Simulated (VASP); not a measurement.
A run of VASP 6.6.1 is set up as follows.

INCAR

```
ALGO = Normal ; EDIFF = 1E-6
ENCUT = 520 ; GGA = PE
ISIF = 2 ; ISMEAR = -1
LASPH = T ; LCHARG = T
LELF = T ; LREAL = F
LVHAR = T ; LWAVE = F
NBANDS = 60 ; NELM = 80
PREC = Accurate ; SIGMA = 0.05
```

The input KPOINTS:

```
k-points
0
Gamma
  5 5 5
```

POSCAR

```
TiO2
1.0
    4.8608267792      0.0000000000      0.0000000000
    0.0000000000      4.9206033046      0.0000000000
   -0.8715143032      0.0000000000      4.9665942755
Ti O
4 8
Direct
    0.2774352600      0.0528083600      0.2131482700
    0.7225647400      0.5528083600      0.2868517300
    0.7225647400      0.9471916400      0.7868517300
    0.2774352600      0.4471916400      0.7131482700
    0.0638382200      0.1769655200      0.8515567400
    0.9361617800      0.6769655200      0.6484432600
    0.9361617800      0.8230344800      0.1484432600
    0.0638382200      0.3230344800      0.3515567400
    0.4453609900      0.7576317400      0.4667718600
    0.5546390100      0.2576317400      0.0332281400
    0.5546390100      0.2423682600      0.5332281400
    0.4453609900      0.7423682600      0.9667718600
```

Potentials or basis: VASP PAW PBE potentials, release 64 (Ti_sv, O).

The run is started by

```bash
$ cat potpaw_PBE.64/Ti_sv/POTCAR potpaw_PBE.64/O/POTCAR > POTCAR
$ mpirun -np 1 vasp_std > vasp.out
```

(1) Estimate the largest force.

(2) What does it give for the pressure?

Answers

(1) 0.173 eV/Å.

(2) -0.1 GPa.
